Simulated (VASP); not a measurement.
Fe2O3:

```
Fe O
1.0
     2.51900    1.45435    4.59067
    -2.51900    1.45435    4.59067
     0.00000   -2.90869    4.59067
Fe O
4 6
Direct
  0.35530 0.35530 0.35530
  0.14470 0.14470 0.14470
  0.64470 0.64470 0.64470
  0.85530 0.85530 0.85530
  0.55590 0.94410 0.25000
  0.25000 0.55590 0.94410
  0.94410 0.25000 0.55590
  0.44410 0.05590 0.75000
  0.75000 0.44410 0.05590
  0.05590 0.75000 0.44410
```

Base run:

| Property | Result |
| --- | --- |
| Program | VASP 6.6.1 |
| Functional | PBE |
| Potentials or basis | VASP PAW PBE potentials, release 64 (Fe, O) |
| Cutoff | 520 eV |
| k mesh | 5 × 5 × 5 |
| Occupations | fermi-dirac, width 0.05 eV |
| Spin | collinear spin, antiferromagnetic start |
| Starting moments | [4.0, -4.0, 4.0, -4.0, 0.0, 0.0, 0.0, 0.0, 0.0, 0.0] μB |

Its results: band gap on the k mesh 0.61 eV; pressure -1.3 GPa; net moment 0.00 μB per cell; site moments Fe +3.55, -3.55 (each value once); O +0.00 μB; largest force 0.223 eV/Å.

Q: The run is repeated on the same cell with these changes: moments at the start from [4.0, -4.0, 4.0, -4.0, 0.0, 0.0, 0.0, 0. to [4.0, 4.0, -4.0, -4.0, 0.0, 0.0, 0.0, 0.. What comes out?

A: Band gap on the k mesh zero (filled and empty bands overlap); pressure 1.7 GPa; net moment 0.00 μB per cell; site moments Fe +3.62, -3.62 (each value once); O -0.10, +0.10 (each value once) μB; largest force 0.392 eV/Å.

Caveats: an odd mesh through Γ misses points on the zone boundary, where band edges can lie (at least some runs); semilocal functionals often make such compounds metallic where correlation or magnetic order opens a gap, which also shifts bond lengths (at least some runs).
